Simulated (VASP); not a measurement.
Here is a VASP 6.6.1 calculation.

Contents of INCAR:

```
ALGO = Normal
EDIFF = 1E-6
ENCUT = 520
GGA = PE
GGA_COMPAT = F
ISIF = 2
ISMEAR = 0
LASPH = T
LCHARG = F
LMAXMIX = 4
LNONCOLLINEAR = T
LORBIT = 11
LORBMOM = T
LREAL = F
LSORBIT = T
LWAVE = F
MAGMOM = 0 0 0 0 0 0 0 0 0 0 0 0 0 0 0
NBANDS = 55
NELM = 150
PREC = Accurate
SIGMA = 0.01
```

KPOINTS

```
k-points
0
Gamma
  6 6 6
```

The input POSCAR:

```
SrTiO3
1.0
    3.9068515088      0.0000000000      0.0000000000
    0.0000000000      3.9068515088      0.0000000000
    0.0000000000      0.0000000000      3.9068515088
Sr Ti O
1 1 3
Direct
    0.0000000000      0.0000000000      0.0000000000
    0.5000000000      0.5000000000      0.5000000000
    0.5000000000      0.5000000000      0.0000000000
    0.5000000000      0.0000000000      0.5000000000
    0.0000000000      0.5000000000      0.5000000000
```

Potentials or basis: VASP PAW PBE potentials, release 64 (Sr_sv, Ti_sv, O).

Run with:

```console
$ cat potpaw_PBE.64/Sr_sv/POTCAR potpaw_PBE.64/Ti_sv/POTCAR potpaw_PBE.64/O/POTCAR > POTCAR
$ mpirun -np 1 vasp_ncl > vasp.out
```

Problem. Estimate the net moment.

Solution. 0.00 μB per cell.

Problem. What does it give for the pressure?

Solution. 4.7 GPa.

Moments on the atoms (μB; x, y, z):
```
Sr  0.00 0.00 0.00
Ti  0.00 0.00 0.00
O   0.00 0.00 0.00
O   0.00 0.00 0.00
O   0.00 0.00 0.00
```

Caveat: the cell stands under pressure.
